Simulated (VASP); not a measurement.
## InSb: single point with PBE

The system is InSb.

```xyz
2
Lattice="0.0000 3.2391 3.2391 3.2391 0.0000 3.2391 3.2391 3.2391 0.0000" Properties=species:S:1:pos:R:3 pbc="T T T"
In    0.0000    0.0000    0.0000
Sb    4.8586    4.8586    4.8586
```

```yaml
Program: VASP 6.6.1
Task: single point
Functional: PBE
Potentials_or_basis: VASP PAW PBE potentials, release 64 (In_d, Sb)
Cutoff: 520 eV
k_mesh: 9 × 9 × 9
Occupations: fermi-dirac, width 0.05 eV
Spin: non-collinear spin, zero start, spin-orbit coupling
Starting_moments: "[[0.0, 0.0, 0.0], [0.0, 0.0, 0.0]] μB"
Dipole_correction: no
Further_INCAR_settings: ALGO = Normal; EDIFF = 1e-06; NBANDS = 30
```

```yaml
Pressure: 3.1 GPa
Net_moment: 0.00 μB per cell
Valence_electrons_inside_the_program's_atomic_spheres: In 11.46; Sb 2.50
```

Moments on the atoms (μB; x, y, z):
```
In  0.00 0.00 0.00
Sb  0.00 0.00 0.00
```

It took 14 min on 1 thread of Intel Xeon 8259CL, on a shared host, peak memory 0.48 GiB.

Caveat: the cell stands under pressure.
